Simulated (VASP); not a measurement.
Runs of VASP 6.6.1 on SrO. The structure is that of space group P6_3/mmc (No. 194), or close to it. The cells are those of the table. 

| cell | gap on the mesh (eV) | pressure (GPa) | largest force (eV/Å) |
| --- | --- | --- | --- |
| a = 4.606, b = 4.606, c = 4.443 Å, angles 90.0, 90.0, 120.0°, 4 atoms | (c) | 7.3 | 0.09 |
| a = 3.917, b = 3.917, c = 6.141 Å, angles 90.0, 90.0, 120.0°, 4 atoms | 1.73 | 4.7 | 0.03 |
| a = 4.142, b = 4.142, c = 5.494 Å, angles 90.0, 90.0, 120.0°, 4 atoms | 2.39 | -3.0 | 0.01 |
| a = 4.023, b = 4.023, c = 5.822 Å, angles 90.0, 90.0, 120.0°, 4 atoms | (b) | 0.2 | 0.02 |
| a = 4.206, b = 4.206, c = 5.326 Å, angles 90.0, 90.0, 120.0°, 4 atoms | (a) | -3.8 | - |

Alike in all rows: task single point; level LDA; potentials or basis VASP PAW LDA potentials, release 64 (Sr_sv, O); no spin polarisation; k mesh 9 × 9 × 6; cutoff (eV) 520; smearing gaussian 0.05 eV.

Task: Estimate the missing entries.

Result: (a) 2.48; (b) 2.11; (c) 0.92.

Caveats: an odd mesh through Γ misses points on the zone boundary, where band edges can lie; the cell stands under pressure (at least some runs); the cell stands under tension (at least some runs).

A k mesh can miss the band edges, and the runs leave out spin-orbit coupling on Sr.
